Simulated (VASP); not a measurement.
# TePb (Fm-3m) in VASP: dielectric tensor with r2SCAN

Aim: the dielectric tensor of TePb with r2SCAN.

Everything below comes from runs of VASP 6.6.1. Logs are shortened: lines on timing, memory, paths and dates and some standing lists are left out, and cuts for length are marked.

## 1. The cell of the first run

It takes space group Fm-3m (No. 225, cubic). Conventional cell: a = 6.536 Å, b = 6.536 Å, c = 6.536 Å, α = 90.00°, β = 90.00°, γ = 90.00°. Pb (site symmetry m-3m) has 6 Te at 3.27 Å within 4.3 Å. Within 4.3 Å of Te (site symmetry m-3m) lie 6 Pb at 3.27 Å.

## 2. Dielectric tensor, r2SCAN

INCAR reads:

```
ALGO = Normal
EDIFF = 1E-8
ENCUT = 520
ISIF = 2
ISMEAR = 0
LASPH = True
LCALCEPS = True
LCHARG = False
LMIXTAU = True
LREAL = False
LWAVE = False
METAGGA = R2SCAN
NELM = 80
PREC = Accurate
SIGMA = 0.01
```

KPOINTS reads:

```
k-points
0
Gamma
  6 6 6
```

POSCAR reads:

```
TePb
1.0
    0.0000000000      3.2678368409      3.2678368409
    3.2678368409      0.0000000000      3.2678368409
    3.2678368409      3.2678368409      0.0000000000
Pb Te
1 1
Direct
    0.0000000000      0.0000000000      0.0000000000
    0.5000000000      0.5000000000      0.5000000000
```

Potentials or basis: VASP PAW PBE potentials, release 64 (Pb_d, Te).

The run is started by

```sh
cat potpaw_PBE.64/Pb_d/POTCAR potpaw_PBE.64/Te/POTCAR > POTCAR
mpirun -np 1 vasp_std > vasp.out
```

OUTCAR:

```text
EDIFF = 1E-8
   ENCUT = 520
   ISIF = 2
   ISMEAR = 0
   LASPH = True
   LREAL = False
   METAGGA = R2SCAN
   NELM = 80
   PREC = Accurate

 ion  position               nearest neighbor table
   1  0.000  0.000  0.000-   2 3.27   2 3.27   2 3.27   2 3.27   2 3.27   2 3.27
   2  0.500  0.500  0.500-   1 3.27   1 3.27   1 3.27   1 3.27   1 3.27   1 3.27

  LATTYP: Found a face centered cubic cell.
 ALAT       =     6.5356736818

  Lattice vectors:

 A1 = (   0.0000000000,   3.2678368409,   3.2678368409)
 A2 = (   3.2678368409,   0.0000000000,   3.2678368409)
 A3 = (   3.2678368409,   3.2678368409,   0.0000000000)

Analysis of symmetry for initial positions (statically):
=====================================================================
 Subroutine PRICEL returns:
 Original cell was already a primitive cell.

 Routine SETGRP: Setting up the symmetry group for a
 face centered cubic supercell.

 Subroutine GETGRP returns: Found 48 space group operations
 (whereof 48 operations were pure point group operations)
 out of a pool of 48 trial point group operations.

The static configuration has the point symmetry O_h .

Analysis of symmetry for dynamics (positions and initial velocities):
=====================================================================
 Subroutine PRICEL returns:
 Original cell was already a primitive cell.

 Routine SETGRP: Setting up the symmetry group for a
 face centered cubic supercell.

 Subroutine GETGRP returns: Found 48 space group operations
 (whereof 48 operations were pure point group operations)
 out of a pool of 48 trial point group operations.

The dynamic configuration has the point symmetry O_h .

 Subroutine INISYM returns: Found 48 space group operations
 (whereof 48 operations are pure point group operations),
 and found     1 'primitive' translations

----------------------------------------------------------------------------------------

                                     Primitive cell

  volume of cell :      69.7929

  direct lattice vectors                    reciprocal lattice vectors
     0.000000000  3.267836841  3.267836841    -0.153006415  0.153006415  0.153006415
     3.267836841  0.000000000  3.267836841     0.153006415 -0.153006415  0.153006415
     3.267836841  3.267836841  0.000000000     0.153006415  0.153006415 -0.153006415

  length of vectors
     4.621419180  4.621419180  4.621419180     0.265014885  0.265014885  0.265014885

  position of ions in fractional coordinates (direct lattice)
     0.000000000  0.000000000  0.000000000
     0.500000000  0.500000000  0.500000000

  ion indices of the primitive-cell ions
   primitive index   ion index
                 1           1
                 2           2

----------------------------------------------------------------------------------------

 KPOINTS: k-points

Automatic generation of k-mesh.
 Grid dimensions read from file:
 generate k-points for:    6    6    6

 Generating k-lattice:

  Cartesian coordinates                     Fractional coordinates (reciprocal lattice)
    -0.025501069  0.025501069  0.025501069     0.166666667  0.000000000  0.000000000
     0.025501069 -0.025501069  0.025501069     0.000000000  0.166666667  0.000000000
     0.025501069  0.025501069 -0.025501069     0.000000000  0.000000000  0.166666667

  Length of vectors
     0.044169147  0.044169147  0.044169147

  Shift w.r.t. Gamma in fractional coordinates (k-lattice)
     0.000000000  0.000000000  0.000000000

 Subroutine IBZKPT returns following result:
 ===========================================

 Found     16 irreducible k-points:

 Following reciprocal coordinates:
            Coordinates               Weight
  0.000000  0.000000  0.000000      1.000000
  0.166667  0.000000  0.000000      8.000000
  0.333333  0.000000  0.000000      8.000000
  0.500000  0.000000  0.000000      4.000000
  0.166667  0.166667  0.000000      6.000000
  0.333333  0.166667  0.000000     24.000000
[... 8 lines left out ...]
 -0.333333  0.333333  0.166667     24.000000
 -0.333333  0.500000  0.166667     12.000000
[... 18 lines left out ...]
   EDIFF  = 0.1E-07   stopping-criterion for ELM
   LREAL  =      F    real-space projection
   EDIFFG = 0.1E-06   stopping-criterion for IOM
   NSW    =      0    number of steps for IOM
   IBRION =     -1    ionic relax: 0-MD 1-quasi-New 2-CG
   NFREE  =      0    steps in history (QN), initial steepest desc. (CG)
   ISIF   =      2    stress and relaxation
   ISYM   =      2    0-nonsym 1-usesym 2-fastsym
   POTIM  = 0.5000    time-step for ionic-motion
   TEBEG  =    0.0;   TEEND  =   0.0 temperature during run
   PSTRESS=    0.0 pullay stress
   NELECT =      20.0000    total number of electrons
   NUPDOWN=      -1.0000    fix difference up-down
   EMIN   =  10.00;   EMAX   =-10.00  energy-range for DOS
   EFERMI =   0.00;   METHOD = LEGACY
   ISMEAR =     0;   SIGMA  =   0.01  broadening in eV -4-tet -1-fermi 0-gaus
   EFERMI_NEDOS =   21; number of points for ismear=-14 and -15
   IALGO  =     38    algorithm
   IMIX   =      4    mixing-type and parameters
     AMIX     =   0.40;   BMIX     =  1.00
     AMIX_MAG =   1.60;   BMIX_MAG =  1.00
  volume/ion in A,a.u.               =      34.90       235.49
  Fermi-wavevector in a.u.,A,eV,Ry     =   1.079314  2.039608 15.849680  1.164919
  Thomas-Fermi vector in A             =   2.215276
   LORBIT       =      0    0 simple, 1 ext, 2 COOP (PROOUT), +10 PAW based schemes
   METAGGA = R2SCAN    functional components
   LHFCALC =     F    Hartree Fock is set to
   AEXX    =    0.0000 exact exchange contribution
   IVDW    =     0    specifies the selected vdW correction
   LEPSILON=     F    determine dielectric tensor
   LRPA    =     F    only Hartree local field effects (RPA)
   LRPA       =     F
 non-spin polarized calculation
 Gauss-broadening in eV      SIGMA  =   0.01
  energy-cutoff  :      520.00
  volume of cell :       69.79
 maximum number of plane-waves:      1895
 NGX is ok and might be reduce to    36
   NGX = 17   NGY = 17   NGZ = 17

 Total electronic dipole moment: p[elc]=(    -0.00000    -0.00000     0.00000 ) |e| Angst

 Total electronic dipole moment: p[elc]=(     0.00000    -0.00000     0.00000 ) |e| Angst

 number of electron      20.0000002 magnetization

 Free energy of the ion-electron system (eV)
  ---------------------------------------------------
  ext. energy  EPLUGINS =         0.00000000
  ---------------------------------------------------
  free energy    TOTEN  =       -82.70680829 eV

  energy without entropy =      -82.70680829  energy(sigma->0) =      -82.70680829

 E-fermi :   5.1239     XC(G=0):  -9.6530

 val. band max:        5.0674191455   @ k =   0.0000   0.0000   0.5000
 cond. band min:   10000.0000000000   @ k =   0.0000   0.0000   0.0000
 fundamental gap:   9994.9325808545
 Fermi energy:         5.1238846477

 k-point     1 :       0.0000    0.0000    0.0000
  band No.  band energies     occupation
      1     -12.2487      2.00000
      2     -12.2486      2.00000
      3     -12.2396      2.00000
      4     -12.2395      2.00000
      5     -12.2395      2.00000
      6      -7.1537      2.00000
      7      -0.6522      2.00000
      8       3.7141      2.00000
      9       3.7141      2.00000
     10       3.7141      2.00000
     11   10000.0000      0.00000
     12   10000.0000      0.00000
     13   10000.0000      0.00000
     14   10000.0000      0.00000
[... 377 lines left out ...]
      1     -12.2697      2.00000
      2     -12.2491      2.00000
      3     -12.2409      2.00000
      4     -12.2294      2.00000
      5     -12.2270      2.00000
      6      -6.3359      2.00000
      7      -2.3433      2.00000
      8       3.1527      2.00000
      9       3.2398      2.00000
     10       3.9278      2.00000
     11   10000.0000      0.00000
     12   10000.0000      0.00000
     13   10000.0000      0.00000
     14   10000.0000      0.00000

 [... further k-points ...]

------------------------ aborting loop because EDIFF is reached ----------------------------------------

            Ionic dipole moment: p[ion]=(   -19.60702   -19.60702   -19.60702 ) |e| Angst

 Total electronic dipole moment: p[elc]=(     0.00060     0.00060     0.08088 ) |e| Angst

 MACROSCOPIC STATIC DIELECTRIC TENSOR (including local field effects)
 ------------------------------------------------------
          21.969904     0.000000    -0.000000
           0.000000    21.969904     0.000000
           0.000000     0.000000    21.969904
 ------------------------------------------------------

 PIEZOELECTRIC TENSOR (including local field effects) (e Angst)
          XX          YY          ZZ          XY          YZ          ZX
  --------------------------------------------------------------------------------
  x     0.00000     0.00000     0.00000     0.00000     0.00000     0.00000
  y     0.00000     0.00000     0.00000     0.00000     0.00000     0.00000
  z     0.00000     0.00000     0.00000     0.00000     0.00000     0.00000

 PIEZOELECTRIC TENSOR (including local field effects) (C/m^2)
          XX          YY          ZZ          XY          YZ          ZX
  --------------------------------------------------------------------------------
  x     0.00000     0.00000     0.00000     0.00000     0.00000     0.00000
  y     0.00000     0.00000     0.00000     0.00000     0.00000     0.00000
  z     0.00000     0.00000     0.00000     0.00000     0.00000     0.00000

 BORN EFFECTIVE CHARGES (including local field effects) (in |e|, cummulative output)
 ---------------------------------------------------------------------------------
 ion    1
    1     5.64774     0.00000    -0.00000
    2     0.00000     5.64774     0.00000
    3     0.00000     0.00000     5.64774
 ion    2
    1    -5.64774     0.00000     0.00000
    2    -0.00000    -5.64774    -0.00000
    3     0.00000    -0.00000    -5.64774

  FORCE on cell =-STRESS in cart. coord.  units (eV):
  Direction    XX          YY          ZZ          XY          YZ          ZX
  --------------------------------------------------------------------------------------
  -------------------------------------------------------------------------------------
  Total       -0.0065093     -0.0065093     -0.0065093      0.0000000     -0.0000000     -0.0000000
  in kB       -0.1494275     -0.1494275     -0.1494275      0.0000000     -0.0000000     -0.0000000
  external PRESSURE =      -0.1494275 kB  Pullay stress =       0.0000000 kB

 VOLUME and BASIS-vectors are now :
 -----------------------------------------------------------------------------
  energy-cutoff  :      520.00
  volume of cell :       69.79
      direct lattice vectors                 reciprocal lattice vectors
     0.000000000  3.267836841  3.267836841    -0.153006415  0.153006415  0.153006415
     3.267836841  0.000000000  3.267836841     0.153006415 -0.153006415  0.153006415
     3.267836841  3.267836841  0.000000000     0.153006415  0.153006415 -0.153006415

 POSITION                                       TOTAL-FORCE (eV/Angst)
 -----------------------------------------------------------------------------------
      0.00000      0.00000      0.00000         0.000000     -0.000000      0.000000
      3.26784      3.26784      3.26784        -0.000000      0.000000     -0.000000
 -----------------------------------------------------------------------------------
    total drift:                               -0.000000      0.000000      0.000000

  FREE ENERGIE OF THE ION-ELECTRON SYSTEM (eV)
  ---------------------------------------------------
  free  energy   TOTEN  =       -82.7068082943 eV

  energy  without entropy=      -82.7068082943  energy(sigma->0) =      -82.70680829
```

Wall time 42 min (1 thread of Intel Xeon Platinum 8488C (Sapphire Rapids), shared host); peak memory 0.46 GiB.

What came out:

```yaml
Band_gap_on_the_k_mesh: 1.09 eV
Electronic_dielectric_tensor_diagonal: 21.97
Born_charges_mean_of_the_diagonal: Pb +5.65; Te -5.65 e
```

Levels at points of the mesh, in eV from the valence-band top:
```csv
k point,band 8,band 9,band 10,band 11,band 12,band 13
"(0.00, 0.00, 0.00)",-1.35,-1.35,-1.35,4.32,4.32,4.32
"(0.50, 0.00, 0.00)",-0.90,-0.90,0.00,1.09,1.51,1.51
"(0.50, 0.50, 0.00)",-4.41,-2.76,-2.76,3.74,5.71,5.71
```

Electronic dielectric tensor:
```
21.97  0.00  0.00
 0.00 21.97  0.00
 0.00  0.00 21.97
```

Born effective charge tensors (e):
atom 1, Pb
```
5.65 0.00 0.00
0.00 5.65 0.00
0.00 0.00 5.65
```
atom 2, Te
```
-5.65  0.00  0.00
 0.00 -5.65  0.00
 0.00  0.00 -5.65
```

Dipole moments of the cell (e·Å, modulo the quantum): ionic -19.607, -19.607, -19.607; electronic 0.001, 0.001, 0.081

Caveat: the PAW data sets were made with another functional, which shifts forces and pressure a little; spin-orbit coupling is left out, which moves the levels of the heavy elements. A k mesh can miss the band edges.
